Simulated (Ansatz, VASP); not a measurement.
**BiMo in VASP and in Ansatz**

```
Mo Bi
1.0
     0.00000    2.80845    2.80845
     2.80845    0.00000    2.80845
     2.80845    2.80845    0.00000
Mo Bi
1 1
Cartesian
  2.8085 2.8085 2.8085
  0.0000 0.0000 0.0000
```

Alike in both runs: task single point; functional r2SCAN; k mesh 10 × 10 × 10; occupations gaussian, width 0.05 eV; no spin polarisation.

```csv
,VASP,Ansatz
version,VASP 6.6.1,Ansatz 0.2.0
potentials or method,"VASP PAW PBE potentials, release 64 (Mo_sv, Bi_d), cutoff 520 eV","scalar-relativistic, plane waves, PAW"
valence electrons in the cell,29,29
```

VASP gave:

| Property | Result |
| --- | --- |
| gap on the k mesh at the Fermi level (eV) | none |
| pressure (GPa) | 2.8 |

**Question.** Which values does Ansatz return?

**Answer.** gap on the k mesh at the Fermi level (eV): none; pressure (GPa): 2.4.

VASP's potentials were made for PBE, not for r2SCAN. A gap of «none» marks a metal or a gap that the smearing closes. With one functional, cell and mesh, what is left measures potentials, basis and numerics.

Neither program's run includes spin-orbit coupling.
